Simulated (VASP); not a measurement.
# Zr3ZnN2 (P6/mmm) in VASP: a series of runs

Zr3ZnN2 is run at these levels: PBE; tasks: single point, relaxation of cell and atoms.

Everything below comes from runs of VASP 6.6.1. Logs are shortened: lines on timing, memory, paths and dates and some standing lists are left out, and cuts for length are marked.

## (1) The cell of the first run

The structure is hexagonal, space group P6/mmm (No. 191). The conventional cell has a = 5.988 Å, b = 5.988 Å, c = 3.023 Å, α = 90.00°, β = 90.00°, γ = 120.00°. Zr (site symmetry mmm) has 4 N at 2.30 Å and 4 Zr at 2.99 Å within 3.0 Å. Within 4.0 Å of Zn (site symmetry 6/mmm) lie 2 Zn at 3.02 Å and 12 Zr at 3.35 Å and 6 N at 3.46 Å. N (site symmetry -6m2) has 6 Zr at 2.30 Å within 3.0 Å.

## (2) Single point, PBE, collinear spin, ferromagnetic start

INCAR

```
  PREC = Accurate
  ENCUT = 520
  EDIFF = 1E-6
  ISMEAR = 0
  SIGMA = 0.1
  LREAL = False
  LASPH = True
  NELM = 150
  ALGO = Normal
  ISIF = 2
  LWAVE = False
  LCHARG = False
  ISPIN = 2
  MAGMOM = 1 1 1 0 0 0
  LORBIT = 11
  LMAXMIX = 4
  GGA = PE
  NBANDS = 42
```

KPOINTS

```
regular mesh
0
Gamma
  3 3 6
```

POSCAR

```
Zr3ZnN2
1.0
    5.9876079891      0.0000000000      0.0000000000
   -2.9938039945      5.1854206264      0.0000000000
    0.0000000000      0.0000000000      3.0231401811
Zr Zn N
3 1 2
Direct
    0.5000000000      0.5000000000      0.5000000000
    0.5000000000      0.0000000000      0.5000000000
    0.0000000000      0.5000000000      0.5000000000
    0.0000000000      0.0000000000      0.0000000000
    0.6666666667      0.3333333333      0.0000000000
    0.3333333333      0.6666666667      0.0000000000
```

Potentials or basis: VASP PAW PBE potentials, release 64 (Zr_sv, Zn, N).

Launch:

```console
$ cat potpaw_PBE.64/Zr_sv/POTCAR potpaw_PBE.64/Zn/POTCAR potpaw_PBE.64/N/POTCAR > POTCAR
$ mpirun -np 1 vasp_std > vasp.out
```

OUTCAR:

```text
PREC = Accurate
   ENCUT = 520
   EDIFF = 1E-6
   ISMEAR = 0
   LREAL = False
   LASPH = True
   NELM = 150
   ISIF = 2
   ISPIN = 2
   LORBIT = 11
   GGA = PE

 ion  position               nearest neighbor table
   1  0.500  0.500  0.500-   5 2.30   6 2.30   5 2.30   6 2.30   2 2.99   2 2.99   3 2.99   3 2.99
                             4 3.35   4 3.35   4 3.35   4 3.35
   2  0.500  0.000  0.500-   5 2.30   6 2.30   5 2.30   6 2.30   1 2.99   1 2.99   3 2.99   3 2.99
                             4 3.35   4 3.35   4 3.35   4 3.35
   3  0.000  0.500  0.500-   5 2.30   6 2.30   5 2.30   6 2.30   2 2.99   2 2.99   1 2.99   1 2.99
                             4 3.35   4 3.35   4 3.35   4 3.35
   4  0.000  0.000  0.000-   3 3.35   3 3.35   3 3.35   3 3.35   1 3.35   1 3.35   1 3.35   1 3.35
                             2 3.35   2 3.35   2 3.35   2 3.35
   5  0.667  0.333  0.000-   2 2.30   2 2.30   3 2.30   3 2.30   1 2.30   1 2.30
   6  0.333  0.667  0.000-   2 2.30   2 2.30   3 2.30   3 2.30   1 2.30   1 2.30

  LATTYP: Found a hexagonal cell.
 ALAT       =     5.9876079891
 C/A-ratio  =     0.5048994835

  Lattice vectors:

 A1 = (   5.9876079891,   0.0000000000,   0.0000000000)
 A2 = (  -2.9938039945,   5.1854206264,   0.0000000000)
 A3 = (   0.0000000000,   0.0000000000,   3.0231401811)

Analysis of symmetry for initial positions (statically):
=====================================================================
 Subroutine PRICEL returns:
 Original cell was already a primitive cell.

 Routine SETGRP: Setting up the symmetry group for a
 hexagonal supercell.

 Subroutine GETGRP returns: Found 24 space group operations
 (whereof 24 operations were pure point group operations)
 out of a pool of 24 trial point group operations.

The static configuration has the point symmetry D_6h.

Analysis of symmetry for dynamics (positions and initial velocities):
=====================================================================
 Subroutine PRICEL returns:
 Original cell was already a primitive cell.

 Routine SETGRP: Setting up the symmetry group for a
 hexagonal supercell.

 Subroutine GETGRP returns: Found 24 space group operations
 (whereof 24 operations were pure point group operations)
 out of a pool of 24 trial point group operations.

The dynamic configuration has the point symmetry D_6h.

Analysis of structural, dynamic, and magnetic symmetry:
=====================================================================
 Subroutine PRICEL returns:
 Original cell was already a primitive cell.

 Routine SETGRP: Setting up the symmetry group for a
 hexagonal supercell.

 Subroutine GETGRP returns: Found 24 space group operations
[... 137 lines left out ...]
 number of electron      58.0000007 magnetization       0.1807451

 Free energy of the ion-electron system (eV)
  ---------------------------------------------------
  ext. energy  EPLUGINS =         0.00000000
  ---------------------------------------------------
  free energy    TOTEN  =       -48.19536749 eV

  energy without entropy =      -48.16628374  energy(sigma->0) =      -48.18082562

 E-fermi :   8.3098     XC(G=0): -11.4719

 val. band max:        8.2939630542   @ k =   0.3333   0.3333   0.1667
 cond. band min:       8.3205332677   @ k =   0.3333   0.0000   0.5000
 fundamental gap:      0.0265702135
 Fermi energy:         8.3098349548

 spin component 1

 k-point     1 :       0.0000    0.0000    0.0000
  band No.  band energies     occupation
      1     -40.7106      1.00000
      2     -40.5423      1.00000
      3     -40.5423      1.00000
      4     -19.7502      1.00000
      5     -19.0494      1.00000
      6     -19.0494      1.00000
[... 517 lines left out ...]
     40      13.6216      0.00000
     41      13.6621      0.00000
 Fermi energy:         8.3098349548

 spin component 2

 k-point     1 :       0.0000    0.0000    0.0000
  band No.  band energies     occupation
      1     -40.6848      1.00000
      2     -40.5171      1.00000
      3     -40.5171      1.00000
      4     -19.7110      1.00000
      5     -19.0110      1.00000
      6     -19.0110      1.00000
[... 517 lines left out ...]
     40      13.6568      0.00000
     41      13.7097      0.00000
 [bands above 41 left out]

------------------------ aborting loop because EDIFF is reached ----------------------------------------

  FORCE on cell =-STRESS in cart. coord.  units (eV):
  Direction    XX          YY          ZZ          XY          YZ          ZX
  --------------------------------------------------------------------------------------
  -------------------------------------------------------------------------------------
  Total        0.0799823      0.0799823      0.1354816      0.0000000      0.0000000      0.0000000
  in kB        1.3652400      1.3652400      2.3125725      0.0000000      0.0000000      0.0000000
  external PRESSURE =       1.6810175 kB  Pullay stress =       0.0000000 kB

 VOLUME and BASIS-vectors are now :
 -----------------------------------------------------------------------------
  energy-cutoff  :      520.00
  volume of cell :       93.86
      direct lattice vectors                 reciprocal lattice vectors
     5.987607989  0.000000000  0.000000000     0.167011602  0.096424193  0.000000000
    -2.993803994  5.185420626  0.000000000     0.000000000  0.192848386  0.000000000
     0.000000000  0.000000000  3.023140181     0.000000000  0.000000000  0.330781882

 POSITION                                       TOTAL-FORCE (eV/Angst)
 -----------------------------------------------------------------------------------
      1.49690      2.59271      1.51157         0.000000      0.000000      0.000000
      2.99380      0.00000      1.51157         0.000000      0.000000      0.000000
     -1.49690      2.59271      1.51157         0.000000      0.000000      0.000000
      0.00000      0.00000      0.00000         0.000000      0.000000      0.000000
      2.99380      1.72847      0.00000         0.000000      0.000000      0.000000
     -0.00000      3.45695      0.00000        -0.000000      0.000000      0.000000
 -----------------------------------------------------------------------------------
    total drift:                               -0.000000      0.000000     -0.000000

  FREE ENERGIE OF THE ION-ELECTRON SYSTEM (eV)
  ---------------------------------------------------
  free  energy   TOTEN  =       -48.1953674926 eV

  energy  without entropy=      -48.1662837415  energy(sigma->0) =      -48.18082562

 total charge

# of ion       s       p       d       tot
------------------------------------------
    1        2.174   5.997   1.730   9.902
    2        2.174   5.997   1.730   9.902
    3        2.174   5.997   1.730   9.902
    4        0.614   0.335   9.703  10.652
    5        1.248   2.455   0.000   3.704
    6        1.248   2.455   0.000   3.704
--------------------------------------------------
tot          9.633  23.238  14.893  47.764

 magnetization (x)

# of ion       s       p       d       tot
------------------------------------------
    1        0.001   0.001   0.041   0.043
    2        0.001   0.001   0.041   0.043
    3        0.001   0.001   0.041   0.043
    4       -0.001  -0.001   0.001  -0.001
    5       -0.000  -0.001   0.000  -0.001
    6       -0.000  -0.001   0.000  -0.001
--------------------------------------------------
tot          0.002   0.001   0.123   0.126
```

OSZICAR:

```text
N       E                     dE             d eps       ncg     rms          rms(c)
DAV:   1     0.659503509753E+03    0.65950E+03   -0.28654E+04  2016   0.154E+03
DAV:   2     0.183113224185E+02   -0.64119E+03   -0.60814E+03  2132   0.446E+02
DAV:   3    -0.512809291020E+02   -0.69592E+02   -0.67364E+02  2778   0.140E+02
[... 10 lines left out ...]
DAV:  14    -0.481953591692E+02   -0.21390E-05   -0.75623E-06  2404   0.119E-02    0.977E-03
DAV:  15    -0.481953619726E+02   -0.28033E-05   -0.67749E-06  2104   0.844E-03    0.570E-03
DAV:  16    -0.481953632093E+02   -0.12367E-05   -0.43944E-06  1832   0.712E-03    0.432E-03
DAV:  17    -0.481953651443E+02   -0.19350E-05   -0.71965E-06  2134   0.849E-03    0.336E-03
DAV:  18    -0.481953669623E+02   -0.18180E-05   -0.16285E-05  2262   0.123E-02    0.184E-03
DAV:  19    -0.481953674926E+02   -0.53033E-06   -0.48292E-06  1912   0.688E-03
   1 F= -.48195367E+02 E0= -.48180826E+02  d E =-.290838E-01  mag=     0.1779
```

stdout:

```text
POSCAR found type information on POSCAR ZrZnN
 POSCAR found :  3 types and       6 ions
 scaLAPACK will be used
 LDA part: xc-table for (Slater+PW92), standard interpolation
 POSCAR, INCAR and KPOINTS ok, starting setup
 FFT: planning ... GRIDC
 FFT: planning ... GRID_SOFT
 FFT: planning ... GRID
 WAVECAR not read
 entering main loop
```

Run time: 92 s. Hardware: 1 thread of AMD EPYC 9R45 (Zen 5), shared host; peak memory 0.27 GiB.

Results:

```yaml
Free_energy: -48.1954 eV
Pressure: 0.2 GPa
Net_moment: 0.18 μB per cell
Site_moments: Zr +0.04; Zn -0.00; N -0.00 μB
Valence_electrons_inside_the_program's_atomic_spheres: Zr 9.90; Zn 10.65; N 3.70
```

Stress tensor (GPa, compression positive):
```
0.14 0.00 0.00
0.00 0.14 0.00
0.00 0.00 0.23
```

Caveat: the k points lie up to 0.40 Å⁻¹ apart.

## (3) Relaxation of cell and atoms, PBE

This run uses another cell than the first one, of 15.23 Å³/atom, 0.974 times its volume.

INCAR

```
PREC = Accurate
ENCUT = 600
EDIFF = 1E-7
ISMEAR = 0
SIGMA = 0.1
LREAL = F
LASPH = T
NELM = 60
ALGO = Normal
ISIF = 3
LWAVE = F
LCHARG = F
GGA = PE
IBRION = 2
NSW = 90
EDIFFG = -0.04
```

KPOINTS

```
Automatic mesh
0
Gamma
  6 6 4
```

POSCAR

```
Zr3ZnN2
1.0
    5.0150631100      0.0000000000      0.0000000000
   -2.5075315600      4.3431720500      0.0000000000
    0.0000000000      0.0000000000      4.1964645500
Zr Zn N
3 1 2
Direct
    0.5000000000      0.5000000000      0.5000000000
    0.5000000000      0.0000000000      0.5000000000
    0.0000000000      0.5000000000      0.5000000000
    0.0000000000      0.0000000000      0.0000000000
    0.6666666700      0.3333333300      0.0000000000
    0.3333333300      0.6666666700      0.0000000000
```

Potentials or basis: VASP PAW PBE potentials, release 64 (Zr_sv, Zn, N).

Launch:

```console
$ cat potpaw_PBE.64/Zr_sv/POTCAR potpaw_PBE.64/Zn/POTCAR potpaw_PBE.64/N/POTCAR > POTCAR
$ mpirun -np 1 vasp_std > vasp.out
```

Wall time 4.7 min (1 thread of AMD EPYC 9R45 (Zen 5), shared host); peak memory 0.25 GiB.

It converged, with:

```
Free energy                            : -48.2592 eV
Relaxed volume                         : 15.62 Å³/atom
Relaxed cell                           : a = 5.963 Å, b = 5.963 Å, c = 3.044 Å, α = 90.00°, β = 90.00°, γ = 120.00°
Space group after relaxing (to 0.05 Å) : P6/mmm (No. 191)
Energy gained by relaxing              : 1520.1 meV/atom
Ionic steps                            : 7
Pressure after relaxing                : 0.0 GPa
Band gap on the k mesh                 : zero (band 29 reaches 8.98 eV, above the bottom of band 30 at 7.26 eV)
```

The path:
```csv
step,energy change (eV),largest force (eV/Å),pressure (GPa),volume (Å³)
1,0.0000,0.0000,5.08,91.40
2,-8.8457,0.0000,0.57,92.69
3,-9.1003,0.0000,3.42,91.78
4,-9.0894,0.0000,3.92,91.63
5,-9.0623,0.0000,-5.10,97.11
6,-9.1160,0.0000,-0.05,93.85
7,-9.1205,0.0000,-0.03,93.73
```

Final structure:
```
Zr Zn N
1.0
     5.96282    0.00000    0.00000
    -2.98141    5.16396    0.00000
     0.00000    0.00000    3.04390
Zr Zn N
3 1 2
Cartesian
  1.4907 2.5820 1.5219
  2.9814 0.0000 1.5219
  -1.4907 2.5820 1.5219
  -2.9814 5.1640 0.0000
  2.9814 1.7213 0.0000
  0.0000 3.4426 3.0439
```

Levels at points of the mesh, in eV from the Fermi level:
```csv
k point,band 25,band 26,band 27,band 28,band 29,band 30,band 31,band 32,band 33,band 34
"(0.00, 0.00, 0.00)",-3.20,-2.41,-2.16,-1.34,-1.34,0.86,0.86,2.07,2.07,2.19
"(0.50, 0.00, 0.00)",-3.37,-3.35,-2.25,-1.78,-1.13,-0.08,1.20,1.76,2.44,3.15
"(0.00, 0.00, 0.50)",-2.91,-2.66,-1.52,-1.00,-1.00,-0.58,-0.58,1.72,3.21,3.21
"(0.50, 0.00, 0.50)",-4.01,-1.39,-1.23,-0.68,0.63,0.95,1.04,1.12,1.13,2.50
```

Caveat: the k points lie up to 0.52 Å⁻¹ apart in the final cell.

## (4) Relaxation of cell and atoms, PBE

INCAR

```
PREC     = Accurate       # precision mode
ENCUT    = 600            # plane-wave cutoff, eV
EDIFF    = 1E-6           # SCF threshold, eV
ISMEAR   = 0              # smearing method
SIGMA    = 0.1            # smearing width, eV
LREAL    = F              # projectors in reciprocal space
LASPH    = T              # aspherical terms in the spheres
NELM     = 100            # most SCF steps
ALGO     = Normal         # electronic algorithm
ISIF     = 3              # what is computed and relaxed
LWAVE    = F              # write WAVECAR
LCHARG   = F              # write CHGCAR
GGA      = PE             # functional
IBRION   = 2              # ionic algorithm
NSW      = 100            # ionic steps
EDIFFG   = -0.01          # ionic threshold
```

KPOINTS

```
Automatic mesh
0
Gamma
  6 6 12
```

POSCAR

```
Zr3ZnN2
1.0
    5.9876079891      0.0000000000      0.0000000000
   -2.9938039945      5.1854206264      0.0000000000
    0.0000000000      0.0000000000      3.0231401811
Zr Zn N
3 1 2
Direct
    0.5000000000      0.5000000000      0.5000000000
    0.5000000000      0.0000000000      0.5000000000
    0.0000000000      0.5000000000      0.5000000000
    0.0000000000      0.0000000000      0.0000000000
    0.6666666667      0.3333333333      0.0000000000
    0.3333333333      0.6666666667      0.0000000000
```

Launch:

```console
$ cat potpaw_PBE.64/Zr_sv/POTCAR potpaw_PBE.64/Zn/POTCAR potpaw_PBE.64/N/POTCAR > POTCAR
$ mpirun -np 1 vasp_std > vasp.out
```

It took 14 min on 1 thread of Oxide Virtual Turin-like, shared host; peak memory 0.32 GiB.

Results (log left out):

- Free energy: -48.2284 eV
- Relaxed volume: 15.63 Å³/atom
- Relaxed cell: a = 5.967 Å, b = 5.967 Å, c = 3.041 Å, α = 90.00°, β = 90.00°, γ = 120.00°
- Space group after relaxing (to 0.05 Å): P6/mmm (No. 191)
- Energy gained by relaxing: 0.6 meV/atom
- Ionic steps: 5
- Pressure after relaxing: 0.0 GPa
- Band gap on the k mesh: zero (band 29 reaches 8.99 eV, above the bottom of band 30 at 7.28 eV)

The path:
```
step  energy change (eV)  largest force (eV/Å)  pressure (GPa)  volume (Å³)
   1              0.0000                0.0000            0.06        93.86
   2             -0.0036                0.0000           -0.25        93.93
   3             -0.0036                0.0000           -0.22        93.93
   4             -0.0036                0.0000            0.24        93.64
   5             -0.0037                0.0000            0.00        93.79
```

Final structure:
```yaml
crystal:
  lattice:
    - [5.96735, 0.00000, 0.00000]
    - [-2.98368, 5.16788, 0.00000]
    - [0.00000, 0.00000, 3.04123]
  atoms:
    - { symbol: Zr, position: [0.50000, 0.50000, 0.50000] }
    - { symbol: Zr, position: [0.50000, 0.00000, 0.50000] }
    - { symbol: Zr, position: [0.00000, 0.50000, 0.50000] }
    - { symbol: Zn, position: [0.00000, 0.00000, 0.00000] }
    - { symbol: N, position: [0.66667, 0.33333, 0.00000] }
    - { symbol: N, position: [0.33333, 0.66667, 0.00000] }
```

Levels at points of the mesh, in eV from the Fermi level:
```
           k point  band 26  band 27  band 28  band 29  band 30  band 31  band 32  band 33
(0.00, 0.00, 0.00)    -2.39    -2.12    -1.33    -1.33     0.81     0.81     2.05     2.05
(0.50, 0.00, 0.00)    -3.31    -2.27    -1.76    -1.16    -0.08     1.19     1.76     2.11
(0.00, 0.00, 0.50)    -2.70    -1.57    -1.00    -1.00    -0.58    -0.58     1.72     3.20
(0.50, 0.00, 0.50)    -1.45    -1.25    -0.69     0.63     0.94     1.04     1.11     1.12
```

## (5) The runs side by side

| task | spin | cell | k mesh | cutoff (eV) | gap on the mesh (eV) | pressure (GPa) | relaxed volume (Å³/atom) |
| --- | --- | --- | --- | --- | --- | --- | --- |
| single point | collinear, ferromagnetic start | a = 5.988, b = 5.988, c = 3.023 Å, angles 90.0, 90.0, 120.0°, 6 atoms | 3 × 3 × 6 | 520 | none | 0.2 | - |
| relaxation of cell and atoms | off | relaxed from a = 5.015, b = 5.015, c = 4.196 Å, angles 90.0, 90.0, 120.0°, 6 atoms | 6 × 6 × 4 | 600 | none | 0.0 | 15.62 |
| relaxation of cell and atoms | off | relaxed from a = 5.988, b = 5.988, c = 3.023 Å, angles 90.0, 90.0, 120.0°, 6 atoms | 6 × 6 × 12 | 600 | none | 0.0 | 15.63 |

Alike in all rows: level PBE; potentials or basis VASP PAW PBE potentials, release 64 (Zr_sv, Zn, N); smearing gaussian 0.1 eV.

Caveats: some runs use coarse meshes.

Total energies depend on the potentials used, so only differences within one code and one set of settings carry meaning.
